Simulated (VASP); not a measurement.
# TmTaSe4 (F-43m) in VASP: a series of runs, part 2 of 2

VASP 6.6.1. The steps go on from the part before.

## (3) Single point, PBE, collinear spin

This run uses another cell than the first one, of 39.84 Å³/atom.

File INCAR:

```
SYSTEM = TmTaSe4
PREC = Accurate ; ENCUT = 500
EDIFF = 1E-6 ; ISMEAR = 0
SIGMA = 0.1 ; LREAL = .False.
LASPH = .True. ; NELM = 200
ALGO = Normal ; ISIF = 2
LWAVE = .False. ; LCHARG = .False.
ISPIN = 2 ; MAGMOM = 0 1 0 0 0 0
LORBIT = 11 ; LMAXMIX = 6
GGA = PE ; NBANDS = 35
GGA_COMPAT = .False.
```

File KPOINTS:

```
Automatic mesh
0
Gamma
  4 4 4
  0 0 0
```

File POSCAR:

```
TmTaSe4
1.0
    0.0000000000      4.9260226583      4.9260226583
    4.9260226583      0.0000000000      4.9260226583
    4.9260226583      4.9260226583      0.0000000000
Tm Ta Se
1 1 4
Direct
    0.5000000000      0.5000000000      0.5000000000
    0.7500000000      0.7500000000      0.7500000000
    0.8884912399      0.3345262804      0.8884912399
    0.8884912399      0.8884912399      0.8884912399
    0.3345262804      0.8884912399      0.8884912399
    0.8884912399      0.8884912399      0.3345262804
```

Potentials or basis: VASP PAW PBE potentials, release 64 (Tm_3, Ta_pv, Se), 4f in core.

The run is started by

```bash
cat potpaw_PBE.64/Tm_3/POTCAR potpaw_PBE.64/Ta_pv/POTCAR potpaw_PBE.64/Se/POTCAR > POTCAR
mpirun -np 1 vasp_std > vasp.out
```

OUTCAR:

```text
SYSTEM = TmTaSe4
   PREC = Accurate
   ENCUT = 500
   EDIFF = 1E-6
   ISMEAR = 0
   LREAL = .False.
   LASPH = .True.
   NELM = 200
   ISIF = 2
   ISPIN = 2
   LORBIT = 11
   GGA = PE

 ion  position               nearest neighbor table
   1  0.500  0.500  0.500-
   2  0.750  0.750  0.750-   3 2.36   5 2.36   6 2.36   4 2.36
   3  0.888  0.335  0.888-   2 2.36
   4  0.888  0.888  0.888-   2 2.36
   5  0.335  0.888  0.888-   2 2.36
   6  0.888  0.888  0.335-   2 2.36

  LATTYP: Found a face centered cubic cell.
 ALAT       =     9.8520453166

  Lattice vectors:

 A1 = (   0.0000000000,   4.9260226583,   4.9260226583)
 A2 = (   4.9260226583,   0.0000000000,   4.9260226583)
 A3 = (   4.9260226583,   4.9260226583,   0.0000000000)

Analysis of symmetry for initial positions (statically):
=====================================================================
 Subroutine PRICEL returns:
 Original cell was already a primitive cell.

 Routine SETGRP: Setting up the symmetry group for a
 face centered cubic supercell.

 Subroutine GETGRP returns: Found 24 space group operations
 (whereof 24 operations were pure point group operations)
 out of a pool of 48 trial point group operations.

The static configuration has the point symmetry T_d .

Analysis of symmetry for dynamics (positions and initial velocities):
=====================================================================
 Subroutine PRICEL returns:
 Original cell was already a primitive cell.

 Routine SETGRP: Setting up the symmetry group for a
 face centered cubic supercell.

 Subroutine GETGRP returns: Found 24 space group operations
 (whereof 24 operations were pure point group operations)
 out of a pool of 48 trial point group operations.

The dynamic configuration has the point symmetry T_d .

Analysis of structural, dynamic, and magnetic symmetry:
=====================================================================
 Subroutine PRICEL returns:
 Original cell was already a primitive cell.

 Routine SETGRP: Setting up the symmetry group for a
 face centered cubic supercell.

 Subroutine GETGRP returns: Found 24 space group operations
 (whereof 24 operations were pure point group operations)
 out of a pool of 48 trial point group operations.

The overall configuration has the point symmetry T_d .

 Subroutine INISYM returns: Found 24 space group operations
 (whereof 24 operations are pure point group operations),
 and found     1 'primitive' translations

----------------------------------------------------------------------------------------

                                     Primitive cell

  volume of cell :     239.0668

  direct lattice vectors                    reciprocal lattice vectors
     0.000000000  4.926022658  4.926022658    -0.101501766  0.101501766  0.101501766
     4.926022658  0.000000000  4.926022658     0.101501766 -0.101501766  0.101501766
     4.926022658  4.926022658  0.000000000     0.101501766  0.101501766 -0.101501766

  length of vectors
     6.966448052  6.966448052  6.966448052     0.175806216  0.175806216  0.175806216

  position of ions in fractional coordinates (direct lattice)
     0.500000000  0.500000000  0.500000000
     0.750000000  0.750000000  0.750000000
     0.888491240  0.334526280  0.888491240
[... 74 lines left out ...]
   ISYM   =      2    0-nonsym 1-usesym 2-fastsym
   POTIM  = 0.5000    time-step for ionic-motion
   TEBEG  =    0.0;   TEEND  =   0.0 temperature during run
   PSTRESS=    0.0 pullay stress
   NELECT =      44.0000    total number of electrons
   NUPDOWN=      -1.0000    fix difference up-down
   EMIN   =  10.00;   EMAX   =-10.00  energy-range for DOS
   EFERMI =   0.00;   METHOD = LEGACY
   ISMEAR =     0;   SIGMA  =   0.10  broadening in eV -4-tet -1-fermi 0-gaus
   EFERMI_NEDOS =   21; number of points for ismear=-14 and -15
   IALGO  =     38    algorithm
   IMIX   =      4    mixing-type and parameters
     AMIX     =   0.40;   BMIX     =  1.00
     AMIX_MAG =   1.60;   BMIX_MAG =  1.00
  volume/ion in A,a.u.               =      39.84       268.88
  Fermi-wavevector in a.u.,A,eV,Ry     =   0.931221  1.759752 11.798593  0.867172
  Thomas-Fermi vector in A             =   2.057691
   LORBIT       =     11    0 simple, 1 ext, 2 COOP (PROOUT), +10 PAW based schemes
   GGA     = PE    functional components
   LHFCALC =     F    Hartree Fock is set to
   AEXX    =    0.0000 exact exchange contribution
   IVDW    =     0    specifies the selected vdW correction
   LEPSILON=     F    determine dielectric tensor
   LRPA    =     F    only Hartree local field effects (RPA)
 spin polarized calculation
 Gauss-broadening in eV      SIGMA  =   0.10
  energy-cutoff  :      500.00
  volume of cell :      239.07
 maximum number of plane-waves:      6102
 NGX is ok and might be reduce to    54
   NGX = 25   NGY = 25   NGZ = 25

 number of electron      44.0000001 magnetization       0.0000216

 number of electron      44.0000001 magnetization      -0.0000080

 Free energy of the ion-electron system (eV)
  ---------------------------------------------------
  ext. energy  EPLUGINS =         0.00000000
  ---------------------------------------------------
  free energy    TOTEN  =       -29.87794228 eV

  energy without entropy =      -29.87640347  energy(sigma->0) =      -29.87717287

 E-fermi :   0.7745     XC(G=0):  -7.4452

 val. band max:        0.6265617227   @ k =   0.2500   0.2500   0.0000
 cond. band min:       0.9353117043   @ k =   0.0000   0.0000   0.0000
 fundamental gap:      0.3087499816
 Fermi energy:         0.7744741179

 spin component 1

 k-point     1 :       0.0000    0.0000    0.0000
  band No.  band energies     occupation
      1     -33.5043      1.00000
      2     -33.5043      1.00000
      3     -33.5043      1.00000
      4     -28.0404      1.00000
      5     -28.0404      1.00000
      6     -28.0404      1.00000
[... 285 lines left out ...]
     33       4.1978      0.00000
     34       4.5989      0.00000
 Fermi energy:         0.7744741179

 spin component 2

 k-point     1 :       0.0000    0.0000    0.0000
  band No.  band energies     occupation
      1     -33.5043      1.00000
      2     -33.5043      1.00000
      3     -33.5043      1.00000
      4     -28.0404      1.00000
      5     -28.0404      1.00000
      6     -28.0404      1.00000
[... 285 lines left out ...]
     33       4.1978      0.00000
     34       4.5989      0.00000
 [bands above 34 left out]

------------------------ aborting loop because EDIFF is reached ----------------------------------------

  FORCE on cell =-STRESS in cart. coord.  units (eV):
  Direction    XX          YY          ZZ          XY          YZ          ZX
  --------------------------------------------------------------------------------------
  -------------------------------------------------------------------------------------
  Total        0.2685376      0.2685376      0.2685376      0.0000000      0.0000000      0.0000000
  in kB        1.7996848      1.7996848      1.7996848      0.0000000      0.0000000      0.0000000
  external PRESSURE =       1.7996848 kB  Pullay stress =       0.0000000 kB

 VOLUME and BASIS-vectors are now :
 -----------------------------------------------------------------------------
  energy-cutoff  :      500.00
  volume of cell :      239.07
      direct lattice vectors                 reciprocal lattice vectors
     0.000000000  4.926022658  4.926022658    -0.101501766  0.101501766  0.101501766
     4.926022658  0.000000000  4.926022658     0.101501766 -0.101501766  0.101501766
     4.926022658  4.926022658  0.000000000     0.101501766  0.101501766 -0.101501766

 POSITION                                       TOTAL-FORCE (eV/Angst)
 -----------------------------------------------------------------------------------
      4.92602      4.92602      4.92602         0.000000      0.000000     -0.000000
      7.38903      7.38903      7.38903        -0.000000      0.000000     -0.000000
      6.02461      8.75346      6.02461        -0.021438      0.021438     -0.021438
      8.75346      8.75346      8.75346         0.021438      0.021438      0.021438
      8.75346      6.02461      6.02461         0.021438     -0.021438     -0.021438
      6.02461      6.02461      8.75346        -0.021438     -0.021438      0.021438
 -----------------------------------------------------------------------------------
    total drift:                               -0.000000     -0.000000     -0.000001

  FREE ENERGIE OF THE ION-ELECTRON SYSTEM (eV)
  ---------------------------------------------------
  free  energy   TOTEN  =       -29.8779422770 eV

  energy  without entropy=      -29.8764034684  energy(sigma->0) =      -29.87717287

 total charge

# of ion       s       p       d       tot
------------------------------------------
    1        0.403   6.097   0.448   6.948
    2        0.372   6.192   2.442   9.006
    3        1.494   2.304   0.036   3.833
    4        1.494   2.304   0.036   3.833
    5        1.494   2.304   0.036   3.833
    6        1.494   2.304   0.036   3.833
--------------------------------------------------
tot          6.751  21.504   3.033  31.288

 magnetization (x)

# of ion       s       p       d       tot
------------------------------------------
    1       -0.000   0.000  -0.000  -0.000
    2        0.000   0.000  -0.000   0.000
    3       -0.000  -0.000   0.000  -0.000
    4       -0.000  -0.000   0.000  -0.000
    5       -0.000  -0.000   0.000  -0.000
    6       -0.000  -0.000   0.000  -0.000
--------------------------------------------------
tot         -0.000  -0.000  -0.000  -0.000
```

It took 2.3 min on 1 thread of Intel Xeon 6975P-C (Granite Rapids), shared host; peak memory 0.57 GiB.

Results:

| Quantity | Value |
| --- | --- |
| Free energy | -29.8779 eV |
| Pressure | 0.2 GPa |
| Largest force | 0.037 eV/Å |
| Band gap on the k mesh | zero (filled and empty bands overlap) |
| Net moment | 0.00 μB per cell |
| Valence electrons inside the program's atomic spheres | Tm 6.95; Ta 9.01; Se 3.83 |

Forces in eV/Å, atoms in the order of the input:
```
Tm   0.000  0.000  0.000
Ta   0.000  0.000  0.000
Se  -0.021  0.021 -0.021
Se   0.021  0.021  0.021
Se   0.021 -0.021 -0.021
Se  -0.021 -0.021  0.021
```

Levels at points of the mesh, in eV from the Fermi level:
Spin up:
```tsv
k point	band 19	band 20	band 21	band 22	band 23	band 24	band 25	band 26
(0.00, 0.00, 0.00)	-1.67	-0.92	0.16	0.16	0.16	0.87	0.87	0.87
(0.50, 0.00, 0.00)	-1.71	-0.95	-0.95	0.18	0.26	0.71	0.89	0.89
(0.50, 0.50, 0.00)	-1.22	-1.22	-0.59	-0.59	0.45	0.73	0.80	0.87
```
Spin down:
```
           k point  band 19  band 20  band 21  band 22  band 23  band 24  band 25  band 26
(0.00, 0.00, 0.00)    -1.67    -0.92     0.16     0.16     0.16     0.87     0.87     0.87
(0.50, 0.00, 0.00)    -1.71    -0.95    -0.95     0.18     0.26     0.71     0.89     0.89
(0.50, 0.50, 0.00)    -1.22    -1.22    -0.59    -0.59     0.45     0.73     0.80     0.87
```

Caveat: the magnetic or orbital state may not be the lowest; spin-orbit coupling is left out, which moves the levels of the heavy elements; the 4f electrons are frozen in the core, so they carry no moment and show no levels.

## (4) Relaxation of cell and atoms, PBE

This run uses another cell than the first one, of 39.84 Å³/atom.

File INCAR:

```
ALGO = Normal
EDIFF = 1E-7
EDIFFG = -0.01
ENCUT = 500
GGA = PE
GGA_COMPAT = F
IBRION = 2
ISIF = 3
ISMEAR = 0
LASPH = T
LCHARG = F
LMAXMIX = 6
LREAL = F
LWAVE = F
NELM = 200
NELMIN = 4
NSW = 100
PREC = Accurate
SIGMA = 0.1
```

File KPOINTS:

```
k-points
0
Gamma
  8 8 8
```

POSCAR is that of step 3.

The run is started by

```bash
cat potpaw_PBE.64/Tm_3/POTCAR potpaw_PBE.64/Ta_pv/POTCAR potpaw_PBE.64/Se/POTCAR > POTCAR
mpirun -np 1 vasp_std > vasp.out
```

Wall time 9.5 min (1 thread of Intel Xeon 6975P-C (Granite Rapids), shared host); peak memory 0.54 GiB.

The run converged. Its results:

| Property | Result |
| --- | --- |
| Free energy | -29.8301 eV |
| Relaxed volume | 40.05 Å³/atom |
| Relaxed cell | a = 6.978 Å, b = 6.978 Å, c = 6.978 Å, α = 60.00°, β = 60.00°, γ = 60.00° |
| Space group after relaxing (to 0.1 Å) | F-43m (No. 216) |
| Energy gained by relaxing | 0.1 meV/atom |
| Ionic steps | 5 |
| Pressure after relaxing | 0.0 GPa |
| Band gap on the k mesh | zero (bands 22 and 23 overlap by 0.35 eV) |

The path:
| step | energy change (eV) | largest force (eV/Å) | pressure (GPa) | volume (Å³) |
| --- | --- | --- | --- | --- |
| 1 | 0.0000 | 0.0264 | 0.17 | 239.07 |
| 2 | 0.0000 | 0.0786 | -0.12 | 240.49 |
| 3 | -0.0004 | 0.0277 | 0.02 | 239.79 |
| 4 | -0.0005 | 0.0131 | 0.01 | 240.05 |
| 5 | -0.0006 | 0.0009 | 0.00 | 240.30 |

Final structure:
```xyz
6
Lattice="0.0000 4.9345 4.9345 4.9345 0.0000 4.9345 4.9345 4.9345 0.0000" Properties=species:S:1:pos:R:3 pbc="T T T"
Tm    4.9345    4.9345    4.9345
Ta    7.4017    7.4017    7.4017
Se    6.0358    8.7676    6.0358
Se    8.7676    8.7676    8.7676
Se    8.7676    6.0358    6.0358
Se    6.0358    6.0358    8.7676
```

Levels at points of the mesh, in eV from the Fermi level:
```
           k point  band 20  band 21  band 22  band 23  band 24  band 25
(0.00, 0.00, 0.00)    -0.95     0.16     0.16     0.16     0.83     0.83
(0.50, 0.00, 0.00)    -0.96    -0.96     0.17     0.23     0.66     0.84
(0.50, 0.50, 0.00)    -1.23    -0.60    -0.60     0.41     0.68     0.76
```

Caveat: spin-orbit coupling is left out, which moves the levels of the heavy elements; the 4f electrons are frozen in the core, so they carry no moment and show no levels; the run has no spin polarisation, though such a crystal can be magnetic. With open d or f shells a metallic result of PBE can be an artefact of self-interaction; +U or a hybrid may open a gap.

## (5) The runs side by side

| task | spin | cell | k mesh | gap on the mesh (eV) | pressure (GPa) | largest force (eV/Å) |
| --- | --- | --- | --- | --- | --- | --- |
| single point | off | a = 6.975 Å, angles 60.0°, 6 atoms | 8 × 8 × 8 | none | 0.1 | 0.05 |
| single point | collinear | a = 6.966 Å, angles 60.0°, 6 atoms | 4 × 4 × 4 | none | 0.2 | 0.04 |
| relaxation of cell and atoms | off | relaxed from a = 6.966 Å, angles 60.0°, 6 atoms | 8 × 8 × 8 | none | 0.0 | - |

Alike in all rows: level PBE; potentials or basis VASP PAW PBE potentials, release 64 (Tm_3, Ta_pv, Se), 4f in core; cutoff (eV) 500; smearing gaussian 0.1 eV.

Caveats: spin-orbit coupling is left out, which moves the levels of the heavy elements; the 4f electrons are frozen in the core, so they carry no moment and show no levels; the magnetic or orbital state may not be the lowest (at least some runs).

Total energies depend on the potentials used, so only differences within one code and one set of settings carry meaning.
